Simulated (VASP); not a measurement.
A run of VASP 6.6.1 is set up as follows.

INCAR

```
SYSTEM = TiH
PREC = Accurate
ENCUT = 500
EDIFF = 1E-6
ISMEAR = -1
SIGMA = 0.1
LREAL = .False.
LASPH = .True.
NELM = 120
ALGO = Normal
ISIF = 2
LWAVE = .False.
LCHARG = .False.
GGA = PS
NBANDS = 14
GGA_COMPAT = .False.
```

Contents of KPOINTS:

```
regular mesh
0
Gamma
  17 17 17
  0 0 0
```

Contents of POSCAR:

```
TiH
1.0
    0.0000000000      2.1469885630      2.1469885630
    2.1469885630      0.0000000000      2.1469885630
    2.1469885630      2.1469885630      0.0000000000
Ti H
1 1
Direct
    0.0000000000      0.0000000000      0.0000000000
    0.2500000000      0.2500000000      0.2500000000
```

Potentials or basis: VASP PAW PBE potentials, release 64 (Ti_sv, H).

The run is started by

```sh
$ cat potpaw_PBE.64/Ti_sv/POTCAR potpaw_PBE.64/H/POTCAR > POTCAR
$ mpirun -np 1 vasp_std > vasp.out
```

Problem. What does it give for the band gap on the k mesh?

Solution. Zero (an odd number of electrons rules out a gap without spin polarisation).

Problem. What does it give for the pressure?

Solution. -0.2 GPa.

Caveat: the PAW data sets were made with another functional, which shifts forces and pressure a little; an odd number of electrons without spin polarisation forces a metal; a magnetic or distorted state may lie lower.
